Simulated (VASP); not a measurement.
Input of a VASP 6.6.1 run:

File INCAR:

```
PREC     = Accurate       # precision mode
ENCUT    = 520            # plane-wave cutoff, eV
EDIFF    = 1E-6           # SCF threshold, eV
ISMEAR   = 0              # smearing method
SIGMA    = 0.1            # smearing width, eV
LREAL    = F              # projectors in reciprocal space
LASPH    = T              # aspherical terms in the spheres
NELM     = 80             # most SCF steps
ALGO     = Normal         # electronic algorithm
ISIF     = 2              # what is computed and relaxed
LWAVE    = F              # write WAVECAR
LCHARG   = F              # write CHGCAR
GGA      = PE             # functional
NBANDS   = 34             # bands
```

File KPOINTS:

```
Automatic mesh
0
Gamma
  6 6 6
```

Contents of POSCAR:

```
In3B2As
1.0
    3.8030875177      2.1957136021      4.4448239537
   -3.8030875177      2.1957136021      4.4448239537
    0.0000000000     -4.3914272042      4.4448239537
In B As
3 2 1
Direct
    0.5000000000      0.5000000000      0.0000000000
    0.0000000000      0.5000000000      0.5000000000
    0.5000000000      0.0000000000      0.5000000000
    0.3291069357      0.3291069357      0.3291069357
    0.6708930643      0.6708930643      0.6708930643
    0.5000000000      0.5000000000      0.5000000000
```

Potentials or basis: VASP PAW PBE potentials, release 64 (In_d, B, As).

Command:

```sh
$ cat potpaw_PBE.64/In_d/POTCAR potpaw_PBE.64/B/POTCAR potpaw_PBE.64/As/POTCAR > POTCAR
$ mpirun -np 1 vasp_std > vasp.out
```

Estimate the pressure.

0.0 GPa.

Predict the band gap on the k mesh.

zero (bands 25 and 26 overlap by 0.14 eV).

Forces in eV/Å, atoms in the order of the input:
```
In   0.000  0.000  0.000
In   0.000  0.000  0.000
In   0.000  0.000  0.000
B    0.000  0.000 -0.003
B    0.000  0.000  0.003
As   0.000  0.000  0.000
```

Caveat: semilocal functionals underestimate gaps, so a narrow gap can read as zero; spin-orbit coupling is left out, which moves the levels of the heavy elements.
